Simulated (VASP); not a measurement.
# TaN in VASP: a series of runs

TaN is run at these levels: r2SCAN; tasks: relaxation of cell and atoms, single point.

All numbers are computed with VASP 6.6.1; they aren't measurements. Logs are shortened: lines on timing, memory, paths and dates and some standing lists are left out, and cuts for length are marked.

### Step 1. The cell of the first run

It takes space group Fm-3m (No. 225, cubic). The conventional cell has a = 4.411 Å, b = 4.411 Å, c = 4.411 Å, α = 90.00°, β = 90.00°, γ = 90.00°. Ta (site symmetry m-3m) has 6 N at 2.21 Å within 2.9 Å. N (site symmetry m-3m) has 6 Ta at 2.21 Å within 2.9 Å.

### Step 2. Relaxation of cell and atoms, r2SCAN, target pressure -1 GPa, at which the enthalpy is minimised

Contents of POSCAR:

```
TaN
1.0
    0.0000000000      2.2054508004      2.2054508004
    2.2054508004      0.0000000000      2.2054508004
    2.2054508004      2.2054508004      0.0000000000
Ta N
1 1
Direct
    0.5000000000      0.5000000000      0.5000000000
    0.0000000000      0.0000000000      0.0000000000
```

Contents of INCAR.step1:

```
SYSTEM = TaN
PREC = Accurate
ENCUT = 600
ISMEAR = 0
SIGMA = 0.1
LREAL = .FALSE.
LASPH = .TRUE.
NELM = 60
GGA = PE
ALGO = Normal
EDIFF = 1E-4
LWAVE = .TRUE.
LCHARG = .FALSE.
```

Contents of INCAR.step2:

```
SYSTEM = TaN
PREC = Accurate
ENCUT = 600
EDIFF = 1E-7
ISMEAR = 0
SIGMA = 0.1
LREAL = .FALSE.
LASPH = .TRUE.
NELM = 60
ALGO = Normal
ISIF = 3
LWAVE = .FALSE.
LCHARG = .FALSE.
METAGGA = R2SCAN
LMIXTAU = .TRUE.
IBRION = 2
NSW = 70
EDIFFG = -0.008
PSTRESS = -10.0
ISTART = 1
```

Contents of KPOINTS:

```
Automatic mesh
0
G
  16 16 16
  0 0 0
```

Potentials or basis: VASP PAW PBE potentials, release 64 (Ta_pv, N).

The run is started by

```
$ cat potpaw_PBE.64/Ta_pv/POTCAR potpaw_PBE.64/N/POTCAR > POTCAR
$ cp INCAR.step1 INCAR
$ mpirun -np 1 vasp_std > vasp.out
$ cp INCAR.step2 INCAR
$ mpirun -np 1 vasp_std > vasp.out
```

OUTCAR:

```text
SYSTEM = TaN
   PREC = Accurate
   ENCUT = 600
   EDIFF = 1E-7
   ISMEAR = 0
   LREAL = .FALSE.
   LASPH = .TRUE.
   NELM = 60
   ISIF = 3
   METAGGA = R2SCAN
   IBRION = 2
   NSW = 70
   EDIFFG = -0.008
   PSTRESS = -10.0
   ISTART = 1

 ion  position               nearest neighbor table
   1  0.500  0.500  0.500-   2 2.21   2 2.21   2 2.21   2 2.21   2 2.21   2 2.21
   2  0.000  0.000  0.000-   1 2.21   1 2.21   1 2.21   1 2.21   1 2.21   1 2.21

  LATTYP: Found a face centered cubic cell.
 ALAT       =     4.4109016008

  Lattice vectors:

 A1 = (   0.0000000000,   2.2054508004,   2.2054508004)
 A2 = (   2.2054508004,   0.0000000000,   2.2054508004)
 A3 = (   2.2054508004,   2.2054508004,   0.0000000000)

Analysis of symmetry for initial positions (statically):
=====================================================================
 Subroutine PRICEL returns:
 Original cell was already a primitive cell.

 Routine SETGRP: Setting up the symmetry group for a
 face centered cubic supercell.

 Subroutine GETGRP returns: Found 48 space group operations
 (whereof 48 operations were pure point group operations)
 out of a pool of 48 trial point group operations.

The static configuration has the point symmetry O_h .

Analysis of symmetry for dynamics (positions and initial velocities):
=====================================================================
 Subroutine PRICEL returns:
 Original cell was already a primitive cell.

 Routine SETGRP: Setting up the symmetry group for a
 face centered cubic supercell.

 Subroutine GETGRP returns: Found 48 space group operations
 (whereof 48 operations were pure point group operations)
 out of a pool of 48 trial point group operations.

The dynamic configuration has the point symmetry O_h .

 Subroutine INISYM returns: Found 48 space group operations
 (whereof 48 operations are pure point group operations),
 and found     1 'primitive' translations

----------------------------------------------------------------------------------------

                                     Primitive cell

  volume of cell :      21.4547

  direct lattice vectors                    reciprocal lattice vectors
     0.000000000  2.205450800  2.205450800    -0.226711020  0.226711020  0.226711020
     2.205450800  0.000000000  2.205450800     0.226711020 -0.226711020  0.226711020
     2.205450800  2.205450800  0.000000000     0.226711020  0.226711020 -0.226711020

  length of vectors
     3.118978433  3.118978433  3.118978433     0.392675005  0.392675005  0.392675005

  position of ions in fractional coordinates (direct lattice)
     0.500000000  0.500000000  0.500000000
     0.000000000  0.000000000  0.000000000

  ion indices of the primitive-cell ions
   primitive index   ion index
                 1           1
                 2           2

----------------------------------------------------------------------------------------

 KPOINTS: Automatic mesh

Automatic generation of k-mesh.
 Grid dimensions read from file:
 generate k-points for:   16   16   16

 Generating k-lattice:

  Cartesian coordinates                     Fractional coordinates (reciprocal lattice)
    -0.014169439  0.014169439  0.014169439     0.062500000  0.000000000  0.000000000
     0.014169439 -0.014169439  0.014169439     0.000000000  0.062500000  0.000000000
     0.014169439  0.014169439 -0.014169439     0.000000000  0.000000000  0.062500000

  Length of vectors
     0.024542188  0.024542188  0.024542188

  Shift w.r.t. Gamma in fractional coordinates (k-lattice)
     0.000000000  0.000000000  0.000000000

 Subroutine IBZKPT returns following result:
 ===========================================

 Found    145 irreducible k-points:

 Following reciprocal coordinates:
            Coordinates               Weight
  0.000000  0.000000  0.000000      1.000000
  0.062500  0.000000  0.000000      8.000000
  0.125000  0.000000  0.000000      8.000000
  0.187500  0.000000  0.000000      8.000000
  0.250000  0.000000  0.000000      8.000000
  0.312500  0.000000  0.000000      8.000000
[... 16 lines left out ...]
 -0.125000  0.062500  0.000000     24.000000
 -0.062500  0.062500  0.000000     12.000000
 [... further k-points ...]
   k-points           NKPTS =    145   k-points in BZ     NKDIM =    145   number of bands    NBANDS=     12
   number of dos      NEDOS =    301   number of ions     NIONS =      2
   total plane-waves  NPLWV =  21952
   dimension x,y,z NGX =    28 NGY =   28 NGZ =   28
   dimension x,y,z NGXF=    56 NGYF=   56 NGZF=   56
   ions per type =               1   1
   NGX,Y,Z   is equivalent  to a cutoff of  14.92, 14.92, 14.92 a.u.
   NGXF,Y,Z  is equivalent  to a cutoff of  29.85, 29.85, 29.85 a.u.
 SYSTEM =  TaN
   PREC   = accura    normal or accurate (medium, high low for compatibility)
   ISTART =      1    job   : 0-new  1-cont  2-samecut
   ICHARG =      0    charge: 1-file 2-atom 10-const
   ISPIN  =      1    spin polarized calculation?
   LNONCOLLINEAR =      F non collinear calculations
   LSORBIT =      F    spin-orbit coupling
   LASPH  =      T    aspherical Exc in radial PAW
   ENCUT  =  600.0 eV  44.10 Ry    6.64 a.u.   6.23  6.23  6.23*2*pi/ulx,y,z
   NELM   =     60;   NELMIN=  2; NELMDL=  0     # of ELM steps
   EDIFF  = 0.1E-06   stopping-criterion for ELM
   LREAL  =      F    real-space projection
   EDIFFG = -.8E-02   stopping-criterion for IOM
   NSW    =     70    number of steps for IOM
   IBRION =      2    ionic relax: 0-MD 1-quasi-New 2-CG
   NFREE  =      1    steps in history (QN), initial steepest desc. (CG)
   ISIF   =      3    stress and relaxation
   ISYM   =      2    0-nonsym 1-usesym 2-fastsym
   POTIM  = 0.5000    time-step for ionic-motion
   TEBEG  =    0.0;   TEEND  =   0.0 temperature during run
   PSTRESS=  -10.0 pullay stress
   NELECT =      16.0000    total number of electrons
   NUPDOWN=      -1.0000    fix difference up-down
   EMIN   =  10.00;   EMAX   =-10.00  energy-range for DOS
   EFERMI =   0.00;   METHOD = LEGACY
   ISMEAR =     0;   SIGMA  =   0.10  broadening in eV -4-tet -1-fermi 0-gaus
   EFERMI_NEDOS =   21; number of points for ismear=-14 and -15
   IALGO  =     38    algorithm
   IMIX   =      4    mixing-type and parameters
     AMIX     =   0.40;   BMIX     =  1.00
     AMIX_MAG =   1.60;   BMIX_MAG =  1.00
  volume/ion in A,a.u.               =      10.73        72.39
  Fermi-wavevector in a.u.,A,eV,Ry     =   1.484593  2.805474 29.987469  2.204017
  Thomas-Fermi vector in A             =   2.598111
   LORBIT       =      0    0 simple, 1 ext, 2 COOP (PROOUT), +10 PAW based schemes
   METAGGA = R2SCAN    functional components
   LHFCALC =     F    Hartree Fock is set to
   AEXX    =    0.0000 exact exchange contribution
   IVDW    =     0    specifies the selected vdW correction
   LEPSILON=     F    determine dielectric tensor
   LRPA    =     F    only Hartree local field effects (RPA)
 conjugate gradient relaxation of ions
 non-spin polarized calculation
 Gauss-broadening in eV      SIGMA  =   0.10
  energy-cutoff  :      600.00
  volume of cell :       21.45
 maximum number of plane-waves:       728
 NGX is ok and might be reduce to    28
   NGX = 13   NGY = 13   NGZ = 13

--------------------------------------- Ionic step        1  -------------------------------------------

 number of electron      15.9999999 magnetization

 Free energy of the ion-electron system (eV)
  ---------------------------------------------------
  ext. energy  EPLUGINS =         0.00000000
  ---------------------------------------------------
  free energy    TOTEN  =       -59.62562285 eV

  energy without entropy =      -59.62006827  energy(sigma->0) =      -59.62284556

------------------------ aborting loop because EDIFF is reached ----------------------------------------

  FORCE on cell =-STRESS in cart. coord.  units (eV):
  Direction    XX          YY          ZZ          XY          YZ          ZX
  --------------------------------------------------------------------------------------
  -------------------------------------------------------------------------------------
  Total       -0.1976866     -0.1976866     -0.1976866      0.0000000     -0.0000000      0.0000000
  in kB      -14.7626969    -14.7626969    -14.7626969      0.0000000     -0.0000000      0.0000000
  external PRESSURE =      -4.7626969 kB  Pullay stress =     -10.0000000 kB
[... 61 lines left out ...]
  enthalpy is  TOTEN    =       -59.7593404101 eV   P V=       -0.1332924812

--------------------------------------- Ionic step        3  -------------------------------------------

 number of electron      15.9999999 magnetization

 Free energy of the ion-electron system (eV)
  ---------------------------------------------------
  ext. energy  EPLUGINS =         0.00000000
  ---------------------------------------------------
  free energy    TOTEN  =       -59.62585804 eV

  energy without entropy =      -59.62031126  energy(sigma->0) =      -59.62308465

 E-fermi :   9.5220     XC(G=0): -14.4066

 val. band max:        9.5100737238   @ k =  -0.3125   0.3750   0.1875
 cond. band min:       9.5236346632   @ k =  -0.3125   0.3125   0.1250
 fundamental gap:      0.0135609394
 Fermi energy:         9.5220496752

 k-point     1 :       0.0000    0.0000    0.0000
  band No.  band energies     occupation
      1     -27.6362      2.00000
      2     -27.6362      2.00000
      3     -27.6362      2.00000
      4     -10.4254      2.00000
      5       5.4024      2.00000
      6       5.4024      2.00000
      7       5.4024      2.00000
      8       7.3814      2.00000
      9       7.3814      2.00000
     10       7.3814      2.00000
     11       9.6587      0.05334
     12       9.6587      0.05334
[... 331 lines left out ...]
 k-point    24 :      -0.0625    0.0625    0.0000
  band No.  band energies     occupation
      1     -27.7201      2.00000
      2     -27.6581      2.00000
      3     -27.6381      2.00000
      4     -10.1785      2.00000
      5       4.1894      2.00000
      6       4.5223      2.00000
      7       4.8761      2.00000
      8       7.5591      2.00000
      9       7.7565      2.00000
     10       8.0906      2.00000
     11      10.0810      0.00000
     12      10.9420      0.00000

 [... further k-points ...]

------------------------ aborting loop because EDIFF is reached ----------------------------------------

  FORCE on cell =-STRESS in cart. coord.  units (eV):
  Direction    XX          YY          ZZ          XY          YZ          ZX
  --------------------------------------------------------------------------------------
  -------------------------------------------------------------------------------------
  Total       -0.1321153     -0.1321153     -0.1321153      0.0000000     -0.0000000     -0.0000000
  in kB       -9.8799826     -9.8799826     -9.8799826      0.0000000     -0.0000000     -0.0000000
  external PRESSURE =       0.1200174 kB  Pullay stress =     -10.0000000 kB
[... 17 lines left out ...]
  FREE ENERGIE OF THE ION-ELECTRON SYSTEM (eV)
  ---------------------------------------------------
  free  energy   TOTEN  =       -59.6258580425 eV

  energy  without entropy=      -59.6203112593  energy(sigma->0) =      -59.62308465

  enthalpy is  TOTEN    =       -59.7595781874 eV   P V=       -0.1337201449

 reached required accuracy - stopping structural energy minimisation
```

Run time: 3.6 min. Hardware: 1 thread of Intel Xeon 6975P-C (Granite Rapids), shared host; peak memory 0.21 GiB.

Results:

```
Free energy                                                : -59.6259 eV
Relaxed volume                                             : 10.71 Å³/atom
Relaxed cell                                               : a = 3.118 Å, b = 3.118 Å, c = 3.118 Å, α = 60.00°, β = 60.00°, γ = 60.00°
Space group after relaxing (to 0.1 Å)                      : Fm-3m (No. 225)
Energy change on relaxing (the run minimises the enthalpy) : -0.1 meV/atom
Ionic steps                                                : 3
Pressure after relaxing                                    : -1.0 GPa
Band gap on the k mesh                                     : zero (bands 8 and 9 overlap by 4.05 eV)
```

Step by step:
| step | energy change (eV) | largest force (eV/Å) | pressure (GPa) | volume (Å³) |
| --- | --- | --- | --- | --- |
| 1 | 0.0000 | 0.0000 | -1.48 | 21.45 |
| 2 | -0.0004 | 0.0000 | 0.12 | 21.36 |
| 3 | -0.0002 | 0.0000 | -0.99 | 21.42 |

Final structure:
```cif
data_structure
_symmetry_space_group_name_H-M 'P 1'
_symmetry_Int_Tables_number 1
_cell_length_a 3.1175
_cell_length_b 3.1175
_cell_length_c 3.1175
_cell_angle_alpha 60.000
_cell_angle_beta 60.000
_cell_angle_gamma 60.000
_cell_volume 21.42
loop_
_atom_site_label
_atom_site_type_symbol
_atom_site_fract_x
_atom_site_fract_y
_atom_site_fract_z
_atom_site_occupancy
Ta1 Ta 0.50000 0.50000 0.50000 1
N1 N 0.00000 0.00000 0.00000 1
```

Levels at points of the mesh, in eV from the Fermi level:
| k point | band 6 | band 7 | band 8 | band 9 | band 10 | band 11 |
| --- | --- | --- | --- | --- | --- | --- |
| (0.00, 0.00, 0.00) | -4.12 | -4.12 | -2.14 | -2.14 | -2.14 | 0.14 |
| (0.50, 0.00, 0.00) | -7.93 | -7.93 | 1.90 | 1.90 | 2.05 | 4.07 |
| (0.50, 0.50, 0.00) | -5.56 | -4.98 | -4.98 | 2.19 | 3.51 | 3.51 |

Caveat: the cell is relaxed towards a set pressure, so the run minimises the enthalpy, not the energy; the PAW data sets were made with another functional, which shifts forces and pressure a little; spin-orbit coupling is left out, which moves the levels of the heavy elements.

(Continued in part 2 of 3.)
